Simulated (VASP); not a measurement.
A run of VASP 6.6.1 is set up as follows.

File INCAR:

```
SYSTEM = FeCo
ALGO = Normal ; EDIFF = 1E-6
ENCUT = 600 ; GGA = PE
GGA_COMPAT = .False. ; ISIF = 2
ISMEAR = 0 ; ISPIN = 2
LASPH = .True. ; LCHARG = .False.
LMAXMIX = 4 ; LORBIT = 11
LREAL = .False. ; LWAVE = .False.
MAGMOM = 2.5 -1.5 ; NBANDS = 20
NELM = 200 ; PREC = Accurate
SIGMA = 0.05
```

KPOINTS

```
k-points
0
Gamma
  16 16 16
  0 0 0
```

File POSCAR:

```
FeCo
1.0
    2.8455196141      0.0000000000      0.0000000000
    0.0000000000      2.8455196141      0.0000000000
    0.0000000000      0.0000000000      2.8455196141
Fe Co
1 1
Direct
    0.5000000000      0.5000000000      0.5000000000
    0.0000000000      0.0000000000      0.0000000000
```

Potentials or basis: VASP PAW PBE potentials, release 64 (Fe, Co).

Run with:

```console
$ cat potpaw_PBE.64/Fe/POTCAR potpaw_PBE.64/Co/POTCAR > POTCAR
$ mpirun -np 1 vasp_std > vasp.out
```

Problem. Estimate the pressure.

Solution. -12.8 GPa.

Problem. Predict the site moments.

Solution. Fe +0.99; Co -1.26 μB.

Caveat: the cell stands under tension.
